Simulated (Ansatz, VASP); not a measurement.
# LiCl: VASP beside Ansatz

Contents of INCAR:

```
SYSTEM = LiCl
PREC = Accurate
ENCUT = 520
EDIFF = 1E-6
ISMEAR = 0
SIGMA = 0.1
LREAL = .False.
LASPH = .True.
NELM = 150
ALGO = Normal
ISIF = 2
LWAVE = .False.
LCHARG = .False.
ISPIN = 2
MAGMOM = 0 -0.5
LORBIT = 11
GGA = PE
NBANDS = 16
```

File KPOINTS:

```
Automatic mesh
0
Gamma
  8 8 8
  0 0 0
```

The input POSCAR:

```
LiCl
1.0
    0.0000000000      2.5421223390      2.5421223390
    2.5421223390      0.0000000000      2.5421223390
    2.5421223390      2.5421223390      0.0000000000
Li Cl
1 1
Direct
    0.0000000000      0.0000000000      0.0000000000
    0.5000000000      0.5000000000      0.5000000000
```

Input for Ansatz:

```yaml
crystal:
  lattice:
    - [0.0, 2.542122339, 2.542122339]
    - [2.542122339, 0.0, 2.542122339]
    - [2.542122339, 2.542122339, 0.0]
  atoms:
    - { symbol: Li, position: [0.0, 0.0, 0.0] }
    - { symbol: Cl, position: [0.5, 0.5, 0.5], spin: -0.5 }
basis:
  ecutwfc: 420
  ecutrho_ratio: 5
kpoints:
  mp_grid: { grid: [8, 8, 8] }
hamiltonian:
  xc: pbe
scf:
  occupations: { method: gaussian, width: 0.1 }
  lower_state_search: "off"
output:
  forces: false
  stress: true
  eigenvalues: true
  populations: true
magnetization:
  spin_polarized: true
```

Alike in both runs: task single point; functional PBE; k mesh 8 × 8 × 8; occupations gaussian, width 0.1 eV; collinear spin.

|  | VASP | Ansatz |
| --- | --- | --- |
| version | VASP 6.6.1 | Ansatz 0.2.0 |
| potentials or method | VASP PAW PBE potentials, release 64 (Li_sv, Cl), cutoff 520 eV | scalar-relativistic, plane waves, PAW |
| valence electrons in the cell | 10 | 10 |

```tsv
	VASP	Ansatz	Ansatz less VASP
gap on the k mesh at the Fermi level (eV)	6.50	6.48	-0.013
least direct gap on the mesh (eV)	6.50	6.48	-0.013
net moment per atom (μB)	0.00	0.00	0.000
```

Ansatz's warnings: seeded moment not kept.

Noted on VASP's run: the cutoff is short for stress, so the pressure is rough.
